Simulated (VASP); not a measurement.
# BN (P6_3mc) in VASP: a series of runs, part 2 of 2

VASP 6.6.1. The steps go on from the part before.

**3. Vibrations by perturbation theory, PBE**

This run uses another cell than the first one, of 5.80 Å³/atom.

File INCAR:

```
PREC = Accurate
ENCUT = 520
EDIFF = 1E-8
ISMEAR = 0
SIGMA = 0.01
LREAL = False
LASPH = True
NELM = 60
ALGO = Normal
ISIF = 2
LWAVE = False
LCHARG = False
GGA = PE
NBANDS = 16
IBRION = 8
NSW = 1
LEPSILON = True
```

File KPOINTS:

```
Automatic mesh
0
Gamma
  12 12 6
```

File POSCAR:

```
BN
1.0
    2.5305476497      0.0000000000      0.0000000000
   -1.2652738249      2.1915185502      0.0000000000
    0.0000000000      0.0000000000      4.1856537494
B N
2 2
Direct
    0.6666666667      0.3333333333      0.9997017212
    0.3333333333      0.6666666667      0.4997017212
    0.6666666667      0.3333333333      0.6252982788
    0.3333333333      0.6666666667      0.1252982788
```

Potentials or basis: VASP PAW PBE potentials, release 64 (B, N).

Run with:

```sh
$ cat potpaw_PBE.64/B/POTCAR potpaw_PBE.64/N/POTCAR > POTCAR
$ mpirun -np 1 vasp_std > vasp.out
```

OUTCAR:

```text
PREC = Accurate
   ENCUT = 520
   EDIFF = 1E-8
   ISMEAR = 0
   LREAL = False
   LASPH = True
   NELM = 60
   ISIF = 2
   GGA = PE
   IBRION = 8
   NSW = 1
   LEPSILON = True

 ion  position               nearest neighbor table
   1  0.667  0.333  1.000-   4 1.55   4 1.55   4 1.55   3 1.57
   2  0.333  0.667  0.500-   3 1.55   3 1.55   3 1.55   4 1.57
   3  0.667  0.333  0.625-   2 1.55   2 1.55   2 1.55   1 1.57
   4  0.333  0.667  0.125-   1 1.55   1 1.55   1 1.55   2 1.57

  LATTYP: Found a hexagonal cell.
 ALAT       =     2.5305476497
 C/A-ratio  =     1.6540505570

  Lattice vectors:

 A1 = (   2.5305476497,   0.0000000000,   0.0000000000)
 A2 = (  -1.2652738249,   2.1915185502,   0.0000000000)
 A3 = (   0.0000000000,   0.0000000000,   4.1856537494)

Analysis of symmetry for initial positions (statically):
=====================================================================
 Subroutine PRICEL returns:
 Original cell was already a primitive cell.

 Routine SETGRP: Setting up the symmetry group for a
 hexagonal supercell.

 Subroutine GETGRP returns: Found 12 space group operations
 (whereof  6 operations were pure point group operations)
 out of a pool of 24 trial point group operations.
[... 765 lines left out ...]
  x     0.00000    -0.00000     0.00000    -5.56668     0.00000    -3.08182
  y    -5.56668     5.56668     0.00000    -0.00000    -3.23736     0.00000
  z    -1.89560    -1.89560     1.52481     0.00000     0.00000     0.00000

 SECOND DERIVATIVES (NOT SYMMETRIZED)
 ------------------------------------
               1X          1Y          1Z          2X          2Y          2Z          3X          3Y          3Z          4X          4Y          4Z
  1X   -26.250805    0.000000    0.000000    0.176645   -0.000000   -0.000000    4.826322   -0.000000   -0.000000   21.247838   -0.000000    0.000000
  1Y     0.000000  -26.250805    0.000000   -0.000000    0.176645    0.000000   -0.000000    4.826322    0.000000   -0.000000   21.247838   -0.000000
  1Z     0.000000    0.000000  -36.494138    0.000000   -0.000000   11.946065   -0.000000   -0.000000    9.626113    0.000000    0.000000   14.921961
  2X     0.176645   -0.000000    0.000000  -26.250805    0.000000    0.000000   21.247838   -0.000000    0.000000    4.826322   -0.000000    0.000000
  2Y    -0.000000    0.176645    0.000000    0.000000  -26.250805    0.000000   -0.000000   21.247838    0.000000   -0.000000    4.826322    0.000000
  2Z     0.000000    0.000000   11.946065   -0.000000    0.000000  -36.494138   -0.000000    0.000000   14.921961    0.000000    0.000000    9.626113
  3X     4.824866   -0.000000   -0.000000   21.252061   -0.000000   -0.000000  -26.547127    0.000000   -0.000000    0.470200   -0.000000    0.000000
  3Y    -0.000000    4.824866   -0.000000   -0.000000   21.252061   -0.000000    0.000000  -26.547127    0.000000   -0.000000    0.470200    0.000000
  3Z    -0.000000   -0.000000    9.567591   -0.000000   -0.000000   14.977188    0.000000    0.000000  -39.244841   -0.000000   -0.000000   14.700063
  4X    21.252061   -0.000000    0.000000    4.824866   -0.000000    0.000000    0.470200   -0.000000    0.000000  -26.547127    0.000000    0.000000
  4Y    -0.000000   21.252061    0.000000   -0.000000    4.824866   -0.000000   -0.000000    0.470200   -0.000000    0.000000  -26.547127    0.000000
  4Z     0.000000    0.000000   14.977188    0.000000    0.000000    9.567591    0.000000    0.000000   14.700063   -0.000000   -0.000000  -39.244841

 Eigenvectors and eigenvalues of the dynamical matrix
 ----------------------------------------------------

   1 f  =   33.903907 THz   213.024529 2PiTHz 1130.912600 cm-1   140.215229 meV
             X         Y         Z           dx          dy          dz
      1.265274  0.730506  4.184405     0.000000    0.000000   -0.629492
     -0.000000  1.461012  2.091578     0.000000    0.000000    0.629492
      1.265274  0.730506  2.617282    -0.000000   -0.000000   -0.322086
     -0.000000  1.461012  0.524455    -0.000000   -0.000000    0.322086
[... 71 lines left out ...]
  12 f/i=    0.001044 THz     0.006558 2PiTHz    0.034817 cm-1     0.004317 meV
             X         Y         Z           dx          dy          dz
      1.265274  0.730506  4.184405    -0.000000    0.000000   -0.466735
     -0.000000  1.461012  2.091578    -0.000000    0.000000   -0.466735
      1.265274  0.730506  2.617282    -0.000000    0.000000   -0.531186
     -0.000000  1.461012  0.524455    -0.000000    0.000000   -0.531186

--------------------------------------------------------------------------------------------------------

 MACROSCOPIC STATIC DIELECTRIC TENSOR IONIC CONTRIBUTION
 ------------------------------------------------------
           2.011941    -0.000000    -0.000000
          -0.000000     2.011941    -0.000000
          -0.000000    -0.000000     2.369513
 ------------------------------------------------------

 ELASTIC MODULI CONTR FROM IONIC RELAXATION (kBar)
 Direction    XX          YY          ZZ          XY          YZ          ZX
 --------------------------------------------------------------------------------
 XX        -179.6013    138.7479     16.5683      0.0000     -0.0000     -0.0000
 YY         138.7479   -179.6013     16.5683      0.0000     -0.0000      0.0000
 ZZ          16.5683     16.5683    -13.4388     -0.0000     -0.0000     -0.0000
 XY           0.0000      0.0000     -0.0000   -159.1746      0.0000     -0.0000
 YZ           0.0000      0.0000     -0.0000      0.0000    -54.9842      0.0000
 ZX          -0.0000      0.0000     -0.0000      0.0000      0.0000    -47.1204
 --------------------------------------------------------------------------------

 PIEZOELECTRIC TENSOR IONIC CONTR  for field in x, y, z        (C/m^2)
          XX          YY          ZZ          XY          YZ          ZX
  --------------------------------------------------------------------------------
  x     0.00000    -0.00000     0.00000     0.00000    -0.00000     0.28972
  y    -0.00000    -0.00000     0.00000    -0.00000     0.31297    -0.00000
  z     0.20701     0.20701    -0.16791    -0.00000    -0.00000    -0.00000
```

stdout:

```text
POSCAR found type information on POSCAR B N
 POSCAR found :  2 types and       4 ions
 scaLAPACK will be used
 LDA part: xc-table for (Slater+PW92), standard interpolation
 POSCAR, INCAR and KPOINTS ok, starting setup
 FFT: planning ... GRIDC
 FFT: planning ... GRID_SOFT
 FFT: planning ... GRID
 WAVECAR not read
[... 32 lines left out ...]
 first order change of Fermi-energy  -0.11864E+02
 force on displaced ion       1 direction 3 :  -0.000  -0.000 -36.494
 Born effective charge ion    1 direction 3 :  -0.000   0.000   1.932
 Linear response progress:
 first order change of Fermi-energy  -0.41307E-04
 force on displaced ion       3 direction 1 : -26.547   0.000   0.001
 Born effective charge ion    3 direction 1 :  -1.834   0.000   0.000
 Linear response progress:
 first order change of Fermi-energy   0.11864E+02
 force on displaced ion       3 direction 3 :   0.000  -0.000 -39.245
 Born effective charge ion    3 direction 3 :  -0.000  -0.000  -1.931
 Born effective charges drift removed
 Linear response finished
```

It took 5.2 min on 1 thread of AMD EPYC 9R45 (Zen 5), shared host; peak memory 0.4 GiB.

What came out:

* Electronic dielectric tensor (diagonal): 4.54, 4.54, 4.70
* Born charges (mean of the diagonal): B +1.87; N -1.87 e
* Highest phonon frequency at Γ, LO-TO splitting left out: 1131 cm⁻¹

Phonon frequencies in cm⁻¹ (negative: imaginary):
| q point | frequencies |
| --- | --- |
| (0.000, 0.000, 0.000) | 0 0 0 474 474 982 982 994 1046 1078 1078 1131 |

Electronic dielectric tensor:
```
4.54 0.00 0.00
0.00 4.54 0.00
0.00 0.00 4.70
```

Born effective charge tensors (e):
atom 1, B
```
1.83 0.00 0.00
0.00 1.83 0.00
0.00 0.00 1.93
```
atom 2, B
```
1.83 0.00 0.00
0.00 1.83 0.00
0.00 0.00 1.93
```
atom 3, N
```
-1.83  0.00  0.00
 0.00 -1.83  0.00
 0.00  0.00 -1.93
```
atom 4, N
```
-1.83  0.00  0.00
 0.00 -1.83  0.00
 0.00  0.00 -1.93
```

Caveat: the cell stands under pressure or tension, which shifts response properties.

**4. Vibrations by perturbation theory, PBE**

This run uses another cell than the first one, of 5.89 Å³/atom.

File INCAR:

```
  ALGO = Normal
  EDIFF = 1E-8
  ENCUT = 520
  GGA = PE
  IBRION = 8
  ISIF = 2
  ISMEAR = 0
  LASPH = True
  LCHARG = True
  LEPSILON = True
  LREAL = False
  LWAVE = False
  NELM = 80
  NSW = 1
  PREC = Accurate
  SIGMA = 0.01
```

File KPOINTS:

```
k-points
0
Gamma
  12 12 6
```

File POSCAR:

```
BN
1.0
    2.5433023928      0.0000000000      0.0000000000
   -1.2716511964      2.2025644816      0.0000000000
    0.0000000000      0.0000000000      4.2063340361
B N
2 2
Direct
    0.6666666667      0.3333333333      0.9997602446
    0.3333333333      0.6666666667      0.4997602446
    0.6666666667      0.3333333333      0.6252397554
    0.3333333333      0.6666666667      0.1252397554
```

Potentials or basis: VASP PAW PBE potentials, release 64 (B, N).

Run with:

```sh
$ cat potpaw_PBE.64/B/POTCAR potpaw_PBE.64/N/POTCAR > POTCAR
$ mpirun -np 1 vasp_std > vasp.out
```

OUTCAR:

```text
EDIFF = 1E-8
   ENCUT = 520
   GGA = PE
   IBRION = 8
   ISIF = 2
   ISMEAR = 0
   LASPH = True
   LEPSILON = True
   LREAL = False
   NELM = 80
   NSW = 1
   PREC = Accurate

 ion  position               nearest neighbor table
   1  0.667  0.333  1.000-   4 1.56   4 1.56   4 1.56   3 1.58
   2  0.333  0.667  0.500-   3 1.56   3 1.56   3 1.56   4 1.58
   3  0.667  0.333  0.625-   2 1.56   2 1.56   2 1.56   1 1.58
   4  0.333  0.667  0.125-   1 1.56   1 1.56   1 1.56   2 1.58

[... 792 lines left out ...]
      1.271651  0.734188  4.205326    -0.298268   -0.359052    0.000000
     -0.000000  1.468376  2.102159    -0.298268   -0.359052    0.000000
      1.271651  0.734188  2.629967    -0.339399   -0.408566    0.000000
     -0.000000  1.468376  0.526800    -0.339399   -0.408566    0.000000

--------------------------------------------------------------------------------------------------------

 MACROSCOPIC STATIC DIELECTRIC TENSOR IONIC CONTRIBUTION
 ------------------------------------------------------
           2.068456    -0.000000     0.000000
          -0.000000     2.068456    -0.000000
           0.000000    -0.000000     2.445218
 ------------------------------------------------------

 ELASTIC MODULI CONTR FROM IONIC RELAXATION (kBar)
 Direction    XX          YY          ZZ          XY          YZ          ZX
 --------------------------------------------------------------------------------
 XX        -141.2668    116.2201      5.8615      0.0000     -0.0000     -0.0000
 YY         116.2201   -141.2668      5.8615     -0.0000      0.0000      0.0000
 ZZ           5.8615      5.8615     -2.7435     -0.0000     -0.0000      0.0000
 XY           0.0000     -0.0000     -0.0000   -128.7434      0.0000      0.0000
 YZ          -0.0000      0.0000     -0.0000      0.0000    -41.5099      0.0000
 ZX          -0.0000      0.0000      0.0000      0.0000      0.0000    -34.5819
 --------------------------------------------------------------------------------

 PIEZOELECTRIC TENSOR IONIC CONTR  for field in x, y, z        (C/m^2)
          XX          YY          ZZ          XY          YZ          ZX
  --------------------------------------------------------------------------------
  x     0.00000    -0.00000    -0.00000    -0.00000    -0.00000     0.25166
  y    -0.00000    -0.00000     0.00000    -0.00000     0.27572    -0.00000
  z     0.16466     0.16466    -0.07707    -0.00000    -0.00000     0.00000
```

OSZICAR:

```text
N       E                     dE             d eps       ncg     rms          rms(c)
DAV:   1     0.502062201366E+02    0.50206E+02   -0.87986E+03  1824   0.130E+03
DAV:   2    -0.343465723128E+02   -0.84553E+02   -0.79015E+02  2592   0.274E+02
[... 181 lines left out ...]
RMM:   7    -0.259205047831E+00    0.53668E-05    0.56738E-06  4425   0.382E-03    0.420E-04
RMM:   8    -0.259203504648E+00    0.15432E-05   -0.23141E-06  4520   0.100E-03    0.186E-04
RMM:   9    -0.259203908999E+00   -0.40435E-06   -0.10931E-08  4524   0.383E-04    0.320E-05
RMM:  10    -0.259203815257E+00    0.93742E-07   -0.13106E-07  4577   0.149E-04    0.994E-06
RMM:  11    -0.259203904598E+00   -0.89341E-07   -0.25282E-07  4608   0.928E-05    0.350E-06
RMM:  12    -0.259203909508E+00   -0.49100E-08    0.37057E-08  4535   0.755E-05    0.898E-07
 Linear response finished
```

stdout:

```text
POSCAR found type information on POSCAR B N
 POSCAR found :  2 types and       4 ions
 scaLAPACK will be used
 LDA part: xc-table for (Slater+PW92), standard interpolation
 POSCAR, INCAR and KPOINTS ok, starting setup
 FFT: planning ... GRIDC
 FFT: planning ... GRID_SOFT
 FFT: planning ... GRID
 WAVECAR not read
[... 32 lines left out ...]
 first order change of Fermi-energy   0.11682E+01
 force on displaced ion       1 direction 3 :  -0.000   0.000 -35.355
 Born effective charge ion    1 direction 3 :   0.000  -0.000   1.940
 Linear response progress:
 first order change of Fermi-energy  -0.18011E-04
 force on displaced ion       3 direction 1 : -25.636   0.000   0.000
 Born effective charge ion    3 direction 1 :  -1.841   0.000   0.000
 Linear response progress:
 first order change of Fermi-energy  -0.11451E+01
 force on displaced ion       3 direction 3 :   0.000   0.000 -37.966
 Born effective charge ion    3 direction 3 :   0.000   0.000  -1.939
 Born effective charges drift removed
 Linear response finished
```

Wall time 4.6 min (1 thread of AMD EPYC 9R45 (Zen 5), shared host); peak memory 0.37 GiB.

Results:

```
Electronic dielectric tensor (diagonal)                 : 4.56, 4.56, 4.72
Born charges (mean of the diagonal)                     : B +1.87; N -1.87 e
Highest phonon frequency at Γ, LO-TO splitting left out : 1120 cm⁻¹
```

Phonon frequencies in cm⁻¹ (negative: imaginary):
```tsv
q point	frequencies
(0.000, 0.000, 0.000)	0 0 0 473 473 961 961 973 1026 1059 1059 1120
```

Electronic dielectric tensor:
```
4.56 0.00 0.00
0.00 4.56 0.00
0.00 0.00 4.72
```

Born effective charge tensors (e):
atom 1, B
```
1.84 0.00 0.00
0.00 1.84 0.00
0.00 0.00 1.94
```
atom 2, B
```
1.84 0.00 0.00
0.00 1.84 0.00
0.00 0.00 1.94
```
atom 3, N
```
-1.84  0.00  0.00
 0.00 -1.84  0.00
 0.00  0.00 -1.94
```
atom 4, N
```
-1.84  0.00  0.00
 0.00 -1.84  0.00
 0.00  0.00 -1.94
```

Caveat: the cell stands under pressure or tension, which shifts response properties.
